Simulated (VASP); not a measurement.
# SnO3 (R-3m) in VASP: single point with PBE

Aim: the single point of SnO3 with PBE.

Everything below comes from runs of VASP 6.6.1. Logs are shortened: lines on timing, memory, paths and dates and some standing lists are left out, and cuts for length are marked.

**1. The cell of the first run**

Symmetry: R-3m, No. 166, trigonal system. Conventional cell: a = 3.442 Å, b = 3.442 Å, c = 13.154 Å, α = 90.00°, β = 90.00°, γ = 120.00°. Within 3.0 Å of Sn (site symmetry -3m) lie 12 O at 2.17 to 2.96 Å. O (site symmetry 3m) has 3 Sn at 2.17 Å and 6 O at 2.39 to 2.63 Å within 2.9 Å. O (site symmetry -3m) has 8 O at 2.39 to 3.06 Å and 6 Sn at 2.96 Å within 3.2 Å.

The cell was generated, and may not be a known phase.

**2. Single point, PBE**

Contents of INCAR:

```
PREC = Accurate ; ENCUT = 600
EDIFF = 1E-6 ; ISMEAR = 0
SIGMA = 0.2 ; LREAL = F
LASPH = T ; NELM = 120
ALGO = Normal ; ISIF = 2
LWAVE = F ; LCHARG = F
GGA = PE ; NBANDS = 24
GGA_COMPAT = F
```

Contents of KPOINTS:

```
regular mesh
0
Gamma
  6 6 6
```

Contents of POSCAR:

```
SnO3
1.0
    1.7209480091      0.9935897963      4.3847623435
   -1.7209480091      0.9935897963      4.3847623435
    0.0000000000     -1.9871795926      4.3847623435
Sn O
1 3
Direct
    0.0000000000      0.0000000000      0.0000000000
    0.7322846294      0.7322846294      0.7322846294
    0.2677153706      0.2677153706      0.2677153706
    0.5000000000      0.5000000000      0.5000000000
```

Potentials or basis: VASP PAW PBE potentials, release 64 (Sn_d, O).

Run with:

```
> cat potpaw_PBE.64/Sn_d/POTCAR potpaw_PBE.64/O/POTCAR > POTCAR
> mpirun -np 1 vasp_std > vasp.out
```

OUTCAR:

```text
PREC = Accurate
   ENCUT = 600
   EDIFF = 1E-6
   ISMEAR = 0
   LREAL = F
   LASPH = T
   NELM = 120
   ISIF = 2
   GGA = PE

 ion  position               nearest neighbor table
   1  0.000  0.000  0.000-   2 2.17   3 2.17   2 2.17   2 2.17   3 2.17   3 2.17
   2  0.732  0.732  0.732-   1 2.17   1 2.17   1 2.17
   3  0.268  0.268  0.268-   1 2.17   1 2.17   1 2.17
   4  0.500  0.500  0.500-

  LATTYP: Found a trigonal (rhomboedric) cell.
 ALAT       =     4.8140444059
 COS(alpha) =     0.7444091442

  Lattice vectors:

 A1 = (   1.7209480091,   0.9935897963,   4.3847623435)
 A2 = (  -1.7209480091,   0.9935897963,   4.3847623435)
 A3 = (   0.0000000000,  -1.9871795926,   4.3847623435)

Analysis of symmetry for initial positions (statically):
=====================================================================
 Subroutine PRICEL returns:
 Original cell was already a primitive cell.

 Routine SETGRP: Setting up the symmetry group for a
 trigonal (rhombohedral) supercell.

 Subroutine GETGRP returns: Found 12 space group operations
 (whereof 12 operations were pure point group operations)
 out of a pool of 12 trial point group operations.

The static configuration has the point symmetry D_3d.

Analysis of symmetry for dynamics (positions and initial velocities):
=====================================================================
 Subroutine PRICEL returns:
 Original cell was already a primitive cell.

 Routine SETGRP: Setting up the symmetry group for a
 trigonal (rhombohedral) supercell.

 Subroutine GETGRP returns: Found 12 space group operations
 (whereof 12 operations were pure point group operations)
 out of a pool of 12 trial point group operations.

The dynamic configuration has the point symmetry D_3d.

 Subroutine INISYM returns: Found 12 space group operations
 (whereof 12 operations are pure point group operations),
 and found     1 'primitive' translations

----------------------------------------------------------------------------------------

                                     Primitive cell

  volume of cell :      44.9855

  direct lattice vectors                    reciprocal lattice vectors
     1.720948009  0.993589796  4.384762344     0.290537539  0.167741927  0.076020844
    -1.720948009  0.993589796  4.384762344    -0.290537539  0.167741927  0.076020844
     0.000000000 -1.987179593  4.384762344     0.000000000 -0.335483853  0.076020844

  length of vectors
     4.814044406  4.814044406  4.814044406     0.343989221  0.343989221  0.343989221

  position of ions in fractional coordinates (direct lattice)
     0.000000000  0.000000000  0.000000000
     0.732284629  0.732284629  0.732284629
     0.267715371  0.267715371  0.267715371
     0.500000000  0.500000000  0.500000000

  ion indices of the primitive-cell ions
   primitive index   ion index
                 1           1
                 2           2
                 3           3
                 4           4

----------------------------------------------------------------------------------------

 KPOINTS: regular mesh

Automatic generation of k-mesh.
 Grid dimensions read from file:
 generate k-points for:    6    6    6

 Generating k-lattice:

  Cartesian coordinates                     Fractional coordinates (reciprocal lattice)
     0.048422923  0.027956988  0.012670141     0.166666667  0.000000000  0.000000000
    -0.048422923  0.027956988  0.012670141     0.000000000  0.166666667  0.000000000
     0.000000000 -0.055913976  0.012670141     0.000000000  0.000000000  0.166666667

  Length of vectors
     0.057331537  0.057331537  0.057331537

  Shift w.r.t. Gamma in fractional coordinates (k-lattice)
     0.000000000  0.000000000  0.000000000

 Subroutine IBZKPT returns following result:
 ===========================================

 Found     32 irreducible k-points:

 Following reciprocal coordinates:
            Coordinates               Weight
  0.000000  0.000000  0.000000      1.000000
  0.166667 -0.000000 -0.000000      6.000000
  0.333333 -0.000000  0.000000      6.000000
  0.500000 -0.000000 -0.000000      3.000000
  0.166667  0.166667 -0.000000      6.000000
  0.333333  0.166667 -0.000000     12.000000
[... 16 lines left out ...]
  0.500000  0.500000  0.166667      6.000000
 -0.333333  0.500000  0.166667     12.000000
 [... further k-points ...]
   k-points           NKPTS =     32   k-points in BZ     NKDIM =     32   number of bands    NBANDS=     24
   number of dos      NEDOS =    301   number of ions     NIONS =      4
   total plane-waves  NPLWV =  64000
   dimension x,y,z NGX =    40 NGY =   40 NGZ =   40
   dimension x,y,z NGXF=    80 NGYF=   80 NGZF=   80
   ions per type =               1   3
   NGX,Y,Z   is equivalent  to a cutoff of  13.81, 13.81, 13.81 a.u.
   NGXF,Y,Z  is equivalent  to a cutoff of  27.63, 27.63, 27.63 a.u.
 SYSTEM =  unknown system
   PREC   = accura    normal or accurate (medium, high low for compatibility)
   ISTART =      0    job   : 0-new  1-cont  2-samecut
   ICHARG =      2    charge: 1-file 2-atom 10-const
   ISPIN  =      1    spin polarized calculation?
   LNONCOLLINEAR =      F non collinear calculations
   LSORBIT =      F    spin-orbit coupling
   LASPH  =      T    aspherical Exc in radial PAW
   ENCUT  =  600.0 eV  44.10 Ry    6.64 a.u.   9.61  9.61  9.61*2*pi/ulx,y,z
   NELM   =    120;   NELMIN=  2; NELMDL= -5     # of ELM steps
   EDIFF  = 0.1E-05   stopping-criterion for ELM
   LREAL  =      F    real-space projection
   EDIFFG = 0.1E-04   stopping-criterion for IOM
   NSW    =      0    number of steps for IOM
   IBRION =     -1    ionic relax: 0-MD 1-quasi-New 2-CG
   NFREE  =      0    steps in history (QN), initial steepest desc. (CG)
   ISIF   =      2    stress and relaxation
   ISYM   =      2    0-nonsym 1-usesym 2-fastsym
   POTIM  = 0.5000    time-step for ionic-motion
   TEBEG  =    0.0;   TEEND  =   0.0 temperature during run
   PSTRESS=    0.0 pullay stress
   NELECT =      32.0000    total number of electrons
   NUPDOWN=      -1.0000    fix difference up-down
   EMIN   =  10.00;   EMAX   =-10.00  energy-range for DOS
   EFERMI =   0.00;   METHOD = LEGACY
   ISMEAR =     0;   SIGMA  =   0.20  broadening in eV -4-tet -1-fermi 0-gaus
   EFERMI_NEDOS =   21; number of points for ismear=-14 and -15
   IALGO  =     38    algorithm
   IMIX   =      4    mixing-type and parameters
     AMIX     =   0.40;   BMIX     =  1.00
     AMIX_MAG =   1.60;   BMIX_MAG =  1.00
  volume/ion in A,a.u.               =      11.25        75.89
  Fermi-wavevector in a.u.,A,eV,Ry     =   1.461394  2.761635 29.057602  2.135674
  Thomas-Fermi vector in A             =   2.577731
   LORBIT       =      0    0 simple, 1 ext, 2 COOP (PROOUT), +10 PAW based schemes
   GGA     = PE    functional components
   LHFCALC =     F    Hartree Fock is set to
   AEXX    =    0.0000 exact exchange contribution
   IVDW    =     0    specifies the selected vdW correction
   LEPSILON=     F    determine dielectric tensor
   LRPA    =     F    only Hartree local field effects (RPA)
 non-spin polarized calculation
 Gauss-broadening in eV      SIGMA  =   0.20
  energy-cutoff  :      600.00
  volume of cell :       44.99
 maximum number of plane-waves:      1520
 NGX is ok and might be reduce to    40
   NGX = 19   NGY = 19   NGZ = 19

 number of electron      32.0000002 magnetization

 Free energy of the ion-electron system (eV)
  ---------------------------------------------------
  ext. energy  EPLUGINS =         0.00000000
  ---------------------------------------------------
  free energy    TOTEN  =       -19.10113395 eV

  energy without entropy =      -18.97764069  energy(sigma->0) =      -19.03938732

 E-fermi :   5.5950     XC(G=0): -11.4141

 val. band max:        5.5915160562   @ k =  -0.3333   0.3333   0.0000
 cond. band min:       5.5963315336   @ k =   0.0000   0.0000   0.0000
 fundamental gap:      0.0048154774
 Fermi energy:         5.5949675151

 k-point     1 :       0.0000    0.0000    0.0000
  band No.  band energies     occupation
      1     -15.8241      2.00000
      2     -15.5327      2.00000
      3     -15.5327      2.00000
      4     -15.4097      2.00000
      5     -15.4097      2.00000
      6     -13.8805      2.00000
[... 16 lines left out ...]
     23      19.8628      0.00000
     24      19.8628      0.00000

 k-point     2 :       0.1667   -0.0000   -0.0000
  band No.  band energies     occupation
      1     -15.7634      2.00000
      2     -15.6590      2.00000
      3     -15.5127      2.00000
      4     -15.4216      2.00000
      5     -15.3953      2.00000
      6     -13.6872      2.00000
[... 16 lines left out ...]
     23      19.3438      0.00000
     24      20.6160      0.00000

 k-point     3 :       0.3333   -0.0000    0.0000
  band No.  band energies     occupation
      1     -15.9927      2.00000
      2     -15.5591      2.00000
      3     -15.4994      2.00000
      4     -15.4337      2.00000
      5     -15.3385      2.00000
      6     -13.1215      2.00000
[... 16 lines left out ...]
     23      19.5280      0.00000
     24      22.4760      0.00000

 k-point     4 :       0.5000   -0.0000   -0.0000
  band No.  band energies     occupation
      1     -16.1178      2.00000
      2     -15.5176      2.00000
      3     -15.5005      2.00000
      4     -15.4169      2.00000
      5     -15.3015      2.00000
      6     -12.6968      2.00000
[... 16 lines left out ...]
     23      19.9653      0.00000
     24      22.6426      0.00000

 k-point     5 :       0.1667    0.1667   -0.0000
  band No.  band energies     occupation
      1     -15.7628      2.00000
      2     -15.6588      2.00000
      3     -15.5124      2.00000
      4     -15.4227      2.00000
      5     -15.3951      2.00000
      6     -13.6660      2.00000
[... 16 lines left out ...]
     23      19.4866      0.00000
     24      20.3114      0.00000

 k-point     6 :       0.3333    0.1667   -0.0000
  band No.  band energies     occupation
      1     -15.8565      2.00000
      2     -15.6743      2.00000
      3     -15.4991      2.00000
      4     -15.4367      2.00000
      5     -15.3615      2.00000
      6     -13.2208      2.00000
[... 16 lines left out ...]
     23      19.4154      0.00000
     24      21.2831      0.00000
[... 379 lines left out ...]
 k-point    21 :      -0.3333    0.3333    0.1667
  band No.  band energies     occupation
      1     -16.0135      2.00000
      2     -15.6252      2.00000
      3     -15.4980      2.00000
      4     -15.4340      2.00000
      5     -15.3501      2.00000
      6     -12.4390      2.00000
[... 16 lines left out ...]
     23      19.3639      0.00000
     24      22.6594      0.00000

 k-point    22 :      -0.1667    0.3333    0.1667
  band No.  band energies     occupation
      1     -16.0096      2.00000
      2     -15.6219      2.00000
      3     -15.4996      2.00000
      4     -15.4317      2.00000
      5     -15.3525      2.00000
      6     -12.5759      2.00000
[... 16 lines left out ...]
     23      19.4977      0.00000
     24      21.8236      0.00000

 k-point    23 :       0.5000    0.5000    0.1667
  band No.  band energies     occupation
      1     -15.9962      2.00000
      2     -15.5600      2.00000
      3     -15.4970      2.00000
      4     -15.4421      2.00000
      5     -15.3386      2.00000
      6     -12.9336      2.00000
[... 16 lines left out ...]
     23      19.5019      0.00000
     24      21.9449      0.00000

 k-point    24 :      -0.3333    0.5000    0.1667
  band No.  band energies     occupation
      1     -16.0136      2.00000
      2     -15.6245      2.00000
      3     -15.4979      2.00000
      4     -15.4363      2.00000
      5     -15.3496      2.00000
      6     -12.4345      2.00000
[... 16 lines left out ...]
     23      19.1774      0.00000
     24      22.2712      0.00000

 [... further k-points ...]
[... 5 lines left out ...]
  --------------------------------------------------------------------------------------
  -------------------------------------------------------------------------------------
  Total       -0.0670627     -0.0670627      0.1195506      0.0000000      0.0000000      0.0000000
  in kB       -2.3884672     -2.3884672      4.2578471      0.0000000      0.0000000      0.0000000
  external PRESSURE =      -0.1730291 kB  Pullay stress =       0.0000000 kB

 VOLUME and BASIS-vectors are now :
 -----------------------------------------------------------------------------
  energy-cutoff  :      600.00
  volume of cell :       44.99
      direct lattice vectors                 reciprocal lattice vectors
     1.720948009  0.993589796  4.384762344     0.290537539  0.167741927  0.076020844
    -1.720948009  0.993589796  4.384762344    -0.290537539  0.167741927  0.076020844
     0.000000000 -1.987179593  4.384762344     0.000000000 -0.335483853  0.076020844

 POSITION                                       TOTAL-FORCE (eV/Angst)
 -----------------------------------------------------------------------------------
      0.00000      0.00000      0.00000        -0.000000      0.000000     -0.000000
      0.00000      0.00000      9.63268        -0.000000     -0.000000      0.038351
      0.00000      0.00000      3.52160        -0.000000     -0.000000     -0.038351
      0.00000      0.00000      6.57714         0.000000     -0.000000     -0.000000
 -----------------------------------------------------------------------------------
    total drift:                                0.000000      0.000000      0.000000

  FREE ENERGIE OF THE ION-ELECTRON SYSTEM (eV)
  ---------------------------------------------------
  free  energy   TOTEN  =       -19.1011339531 eV

  energy  without entropy=      -18.9776406896  energy(sigma->0) =      -19.03938732
```

Run time: 86 s. Hardware: 1 thread of Intel Xeon Platinum 8375C at 2.90GHz (Ice Lake), shared host; peak memory 0.25 GiB.

Results:

```
Free energy            : -19.1011 eV
Pressure               : 0.0 GPa
Largest force          : 0.038 eV/Å
Band gap on the k mesh : zero (bands 16 and 17 overlap by 0.79 eV)
```

Forces on the atoms (eV/Å):
```
Sn   0.000  0.000  0.000
O    0.000  0.000  0.038
O    0.000  0.000 -0.038
O    0.000  0.000  0.000
```

Caveat: the k points lie up to 0.36 Å⁻¹ apart, too coarse for converged energies and pressures of a metal; semilocal functionals underestimate gaps, and a narrow one can read as zero; spin-orbit coupling is left out, which moves the levels of the heavy elements.
